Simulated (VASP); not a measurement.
# SnO in VASP: single point with PBE+D3(BJ)

Aim: the single point of SnO with PBE+D3(BJ).

Program: VASP 6.6.1. These are calculated values, not measurements. Logs are shortened: lines on timing, memory, paths and dates and some standing lists are left out, and cuts for length are marked.

## Step 1: The cell of the first run

The cell holds a slab with vacuum, 8 atoms: a = 3.820 Å, b = 3.820 Å, c = 22.226 Å, α = 90.00°, β = 90.00°, γ = 90.00°.

## Step 2: Single point, PBE+D3(BJ)

Input file INCAR:

```
SYSTEM = SnO
PREC = Accurate ; ENCUT = 520
EDIFF = 1E-6 ; ISMEAR = 0
SIGMA = 0.05 ; LREAL = .False.
LASPH = .True. ; NELM = 80
ALGO = Normal ; ISIF = 2
LWAVE = .False. ; LCHARG = .False.
LDIPOL = .True. ; IDIPOL = 3
DIPOL = 0.5 0.5 0.410 ; GGA = PE
IVDW = 12 ; NBANDS = 50
```

Input file KPOINTS:

```
regular mesh
0
Gamma
  7 7 1
  0 0 0
```

Input file POSCAR:

```
SnO
1.0
    3.8201634548      0.0000000000      0.0000000000
    0.0000000000      3.8201634548      0.0000000000
    0.0000000000      0.0000000000     22.2260811900
Sn O
4 4
Direct
    0.7500000000      0.2500000000      0.2024648413
    0.2500000000      0.7500000000      0.3087409629
    0.2500000000      0.7500000000      0.5103748387
   -0.2500000000      1.2500000000      0.6166487342
    0.2500000000      0.2500000000      0.2556003620
    0.7500000000      0.7500000000      0.2556003620
   -0.2500000000      0.7500000000      0.5635158027
    0.2500000000      1.2500000000      0.5635158027
```

Potentials or basis: VASP PAW PBE potentials, release 64 (Sn_d, O).

The run is started by

```bash
$ cat potpaw_PBE.64/Sn_d/POTCAR potpaw_PBE.64/O/POTCAR > POTCAR
$ mpirun -np 1 vasp_std > vasp.out
```

OUTCAR:

```text
SYSTEM = SnO
   PREC = Accurate
   ENCUT = 520
   EDIFF = 1E-6
   ISMEAR = 0
   LREAL = .False.
   LASPH = .True.
   NELM = 80
   ISIF = 2
   GGA = PE
   IVDW = 12
 IVDW          = 12

 ion  position               nearest neighbor table
   1  0.750  0.250  0.202-   5 2.25   6 2.25   6 2.25   5 2.25   2 3.59   2 3.59   2 3.59   2 3.59

   2  0.250  0.750  0.309-   5 2.25   6 2.25   5 2.25   6 2.25   1 3.59   1 3.59   1 3.59   1 3.59

   3  0.250  0.750  0.510-   7 2.25   8 2.25   8 2.25   7 2.25   4 3.59   4 3.59   4 3.59   4 3.59

   4  0.750  0.250  0.617-   7 2.25   8 2.25   7 2.25   8 2.25   3 3.59   3 3.59   3 3.59   3 3.59

   5  0.250  0.250  0.256-   1 2.25   1 2.25   2 2.25   2 2.25
   6  0.750  0.750  0.256-   1 2.25   1 2.25   2 2.25   2 2.25
   7  0.750  0.750  0.564-   4 2.25   4 2.25   3 2.25   3 2.25
   8  0.250  0.250  0.564-   4 2.25   4 2.25   3 2.25   3 2.25

  LATTYP: Found a simple tetragonal cell.
 ALAT       =     3.8201634548
 C/A-ratio  =     5.8180969095

  Lattice vectors:

 A1 = (   3.8201634548,   0.0000000000,   0.0000000000)
 A2 = (   0.0000000000,   3.8201634548,   0.0000000000)
 A3 = (   0.0000000000,   0.0000000000,  22.2260811900)

Analysis of symmetry for initial positions (statically):
=====================================================================
 Subroutine PRICEL returns:
 Original cell was already a primitive cell.

 Routine SETGRP: Setting up the symmetry group for a
 simple tetragonal supercell.

 Subroutine GETGRP returns: Found 16 space group operations
 (whereof  2 operations were pure point group operations)
 out of a pool of 16 trial point group operations.

The static configuration has the point symmetry C_1h.
 The point group associated with its full space group is D_4h.

Analysis of symmetry for dynamics (positions and initial velocities):
=====================================================================
 Subroutine PRICEL returns:
 Original cell was already a primitive cell.

 Routine SETGRP: Setting up the symmetry group for a
 simple tetragonal supercell.

 Subroutine GETGRP returns: Found 16 space group operations
 (whereof  2 operations were pure point group operations)
 out of a pool of 16 trial point group operations.

The dynamic configuration has the point symmetry C_1h.
 The point group associated with its full space group is D_4h.

 Subroutine INISYM returns: Found 16 space group operations
 (whereof  2 operations are pure point group operations),
 and found     1 'primitive' translations

----------------------------------------------------------------------------------------

                                     Primitive cell

  volume of cell :     324.3596

  direct lattice vectors                    reciprocal lattice vectors
     3.820163455  0.000000000  0.000000000     0.261768904  0.000000000  0.000000000
     0.000000000  3.820163455  0.000000000     0.000000000  0.261768904  0.000000000
     0.000000000  0.000000000 22.226081190     0.000000000  0.000000000  0.044992187

  length of vectors
     3.820163455  3.820163455 22.226081190     0.261768904  0.261768904  0.044992187

  position of ions in fractional coordinates (direct lattice)
     0.750000000  0.250000000  0.202464841
     0.250000000  0.750000000  0.308740963
     0.250000000  0.750000000  0.510374839
     0.750000000  0.250000000  0.616648734
     0.250000000  0.250000000  0.255600362
     0.750000000  0.750000000  0.255600362
     0.750000000  0.750000000  0.563515803
     0.250000000  0.250000000  0.563515803

  ion indices of the primitive-cell ions
   primitive index   ion index
                 1           1
                 2           2
                 3           3
                 4           4
                 5           5
                 6           6
                 7           7
                 8           8

----------------------------------------------------------------------------------------

 KPOINTS: regular mesh

Automatic generation of k-mesh.
 Grid dimensions read from file:
 generate k-points for:    7    7    1

 Generating k-lattice:

  Cartesian coordinates                     Fractional coordinates (reciprocal lattice)
     0.037395558  0.000000000  0.000000000     0.142857143  0.000000000  0.000000000
     0.000000000  0.037395558  0.000000000     0.000000000  0.142857143  0.000000000
     0.000000000  0.000000000  0.044992187     0.000000000  0.000000000  1.000000000

  Length of vectors
     0.037395558  0.037395558  0.044992187

  Shift w.r.t. Gamma in fractional coordinates (k-lattice)
     0.000000000  0.000000000  0.000000000

 Subroutine IBZKPT returns following result:
 ===========================================

 Found     10 irreducible k-points:

 Following reciprocal coordinates:
            Coordinates               Weight
  0.000000  0.000000  0.000000      1.000000
  0.142857  0.000000  0.000000      4.000000
  0.285714  0.000000  0.000000      4.000000
  0.428571  0.000000  0.000000      4.000000
  0.142857  0.142857  0.000000      4.000000
  0.285714  0.142857  0.000000      8.000000
  0.428571  0.142857  0.000000      8.000000
  0.285714  0.285714  0.000000      4.000000
  0.428571  0.285714  0.000000      8.000000
  0.428571  0.428571  0.000000      4.000000
   k-points           NKPTS =     10   k-points in BZ     NKDIM =     10   number of bands    NBANDS=     50
   number of dos      NEDOS =    301   number of ions     NIONS =      8
   total plane-waves  NPLWV = 131712
   dimension x,y,z NGX =    28 NGY =   28 NGZ =  168
   dimension x,y,z NGXF=    56 NGYF=   56 NGZF=  336
   ions per type =               4   4
   NGX,Y,Z   is equivalent  to a cutoff of  12.19, 12.19, 12.57 a.u.
   NGXF,Y,Z  is equivalent  to a cutoff of  24.37, 24.37, 25.13 a.u.
 SYSTEM =  SnO
   PREC   = accura    normal or accurate (medium, high low for compatibility)
   ISTART =      0    job   : 0-new  1-cont  2-samecut
   ICHARG =      2    charge: 1-file 2-atom 10-const
   ISPIN  =      1    spin polarized calculation?
   LNONCOLLINEAR =      F non collinear calculations
   LSORBIT =      F    spin-orbit coupling
   LASPH  =      T    aspherical Exc in radial PAW
   ENCUT  =  520.0 eV  38.22 Ry    6.18 a.u.   7.10  7.10 41.33*2*pi/ulx,y,z
   NELM   =     80;   NELMIN=  2; NELMDL= -5     # of ELM steps
   EDIFF  = 0.1E-05   stopping-criterion for ELM
   LREAL  =      F    real-space projection
   EDIFFG = 0.1E-04   stopping-criterion for IOM
   NSW    =      0    number of steps for IOM
   IBRION =     -1    ionic relax: 0-MD 1-quasi-New 2-CG
   NFREE  =      0    steps in history (QN), initial steepest desc. (CG)
   ISIF   =      2    stress and relaxation
   ISYM   =      2    0-nonsym 1-usesym 2-fastsym
   POTIM  = 0.5000    time-step for ionic-motion
   TEBEG  =    0.0;   TEEND  =   0.0 temperature during run
   PSTRESS=    0.0 pullay stress
   NELECT =      80.0000    total number of electrons
   NUPDOWN=      -1.0000    fix difference up-down
   EMIN   =  10.00;   EMAX   =-10.00  energy-range for DOS
   EFERMI =   0.00;   METHOD = LEGACY
   ISMEAR =     0;   SIGMA  =   0.05  broadening in eV -4-tet -1-fermi 0-gaus
   EFERMI_NEDOS =   21; number of points for ismear=-14 and -15
   IALGO  =     38    algorithm
   IMIX   =      4    mixing-type and parameters
     AMIX     =   0.40;   BMIX     =  1.00
     AMIX_MAG =   1.60;   BMIX_MAG =  1.00
  volume/ion in A,a.u.               =      40.54       273.61
  Fermi-wavevector in a.u.,A,eV,Ry     =   1.026666  1.940118 14.341130  1.054043
  Thomas-Fermi vector in A             =   2.160571
   LORBIT       =      0    0 simple, 1 ext, 2 COOP (PROOUT), +10 PAW based schemes
   GGA     = PE    functional components
   LHFCALC =     F    Hartree Fock is set to
   AEXX    =    0.0000 exact exchange contribution
   IVDW    =    12    specifies the selected vdW correction
   LEPSILON=     F    determine dielectric tensor
   LRPA    =     F    only Hartree local field effects (RPA)
 non-spin polarized calculation
 Gauss-broadening in eV      SIGMA  =   0.05
  energy-cutoff  :      520.00
  volume of cell :      324.36
 maximum number of plane-waves:      8769
   NGX = 15   NGY = 15   NGZ = 83

 dipolmoment           0.000000      0.000000      0.000123 electrons x Angstroem

 number of electron      79.9999971 magnetization

 dipolmoment           0.000000      0.000000     -0.000945 electrons x Angstroem

 Free energy of the ion-electron system (eV)
  ---------------------------------------------------
  ext. energy  EPLUGINS =         0.00000000
  ---------------------------------------------------
  free energy    TOTEN  =       -45.14515514 eV

  energy without entropy =      -45.14515514  energy(sigma->0) =      -45.14515514

 E-fermi :   0.0616     XC(G=0):  -5.3405

 val. band max:       -0.2433602735   @ k =   0.1429   0.1429   0.0000
 cond. band min:       2.3320272284   @ k =   0.0000   0.0000   0.0000
 fundamental gap:      2.5753875019
 Fermi energy:         0.0615974669

 k-point     1 :       0.0000    0.0000    0.0000
  band No.  band energies     occupation
      1     -21.0486      2.00000
      2     -21.0416      2.00000
      3     -20.6869      2.00000
      4     -20.6800      2.00000
      5     -20.6495      2.00000
      6     -20.6495      2.00000
[... 42 lines left out ...]
     49       5.2148      0.00000
     50       5.2295      0.00000

 k-point     2 :       0.1429    0.0000    0.0000
  band No.  band energies     occupation
      1     -21.0396      2.00000
      2     -21.0326      2.00000
      3     -20.6877      2.00000
      4     -20.6808      2.00000
      5     -20.6513      2.00000
      6     -20.6486      2.00000
[... 416 lines left out ...]
 k-point    10 :       0.4286    0.4286    0.0000
  band No.  band energies     occupation
      1     -20.9895      2.00000
      2     -20.9825      2.00000
      3     -20.9755      2.00000
      4     -20.9685      2.00000
      5     -20.6554      2.00000
      6     -20.6508      2.00000
[... 42 lines left out ...]
     49       6.0082      0.00000
     50       6.0157      0.00000

------------------------ aborting loop because EDIFF is reached ----------------------------------------

 vacuum level on the upper side and lower side of the slab       (xc-potential included)        -0.168        -0.152

 Edisp (eV)   -1.21542

 E8    (eV) :    -0.5370

  FORCE on cell =-STRESS in cart. coord.  units (eV):
  Direction    XX          YY          ZZ          XY          YZ          ZX
  --------------------------------------------------------------------------------------
  -------------------------------------------------------------------------------------
  Total       0.22482     0.22482     0.29362     0.00000     0.00000     0.00000
  in kB       1.11052     1.11052     1.45032     0.00000     0.00000     0.00000
  external pressure =        1.22 kB  Pullay stress =        0.00 kB

 VOLUME and BASIS-vectors are now :
 -----------------------------------------------------------------------------
  energy-cutoff  :      520.00
  volume of cell :      324.36
      direct lattice vectors                 reciprocal lattice vectors
     3.820163455  0.000000000  0.000000000     0.261768904  0.000000000  0.000000000
     0.000000000  3.820163455  0.000000000     0.000000000  0.261768904  0.000000000
     0.000000000  0.000000000 22.226081190     0.000000000  0.000000000  0.044992187

 POSITION                                       TOTAL-FORCE (eV/Angst)
 -----------------------------------------------------------------------------------
      2.86512      0.95504      4.50000         0.000000      0.000000     -0.096823
      0.95504      2.86512      6.86210        -0.000000      0.000000      0.096505
      0.95504      2.86512     11.34363         0.000000      0.000000     -0.096505
      2.86512      0.95504     13.70568        -0.000000     -0.000000      0.096823
      0.95504      0.95504      5.68099         0.000000      0.000000      0.000473
      2.86512      2.86512      5.68099         0.000000     -0.000000      0.000473
      2.86512      2.86512     12.52475         0.000000     -0.000000     -0.000473
      0.95504      0.95504     12.52475         0.000000      0.000000     -0.000473
 -----------------------------------------------------------------------------------
    total drift:                                0.000000      0.000000     -0.272927

  FREE ENERGIE OF THE ION-ELECTRON SYSTEM (eV)
  ---------------------------------------------------
  free  energy   TOTEN  =       -46.3605741730 eV

  energy  without entropy=      -46.3605741730  energy(sigma->0) =      -46.36057417

 vacuum level on the upper side and lower side of the slab         4.782         4.799
```

Wall time 2.5 min (1 thread of AMD EPYC 9R45 (Zen 5), shared host); peak memory 0.36 GiB.

What came out:

```
Free energy                : -46.3606 eV
Largest force              : 0.097 eV/Å
Band gap on the k mesh     : 2.58 eV (least direct gap 2.61 eV)
Dispersion energy per atom : -0.152 eV
```

Forces on the atoms (eV/Å):
```
Sn   0.000  0.000 -0.097
Sn   0.000  0.000  0.097
Sn   0.000  0.000 -0.097
Sn   0.000  0.000  0.097
O    0.000  0.000  0.000
O    0.000  0.000  0.000
O    0.000  0.000  0.000
O    0.000  0.000  0.000
```

Caveat: spin-orbit coupling is left out, which moves the levels of the heavy elements.
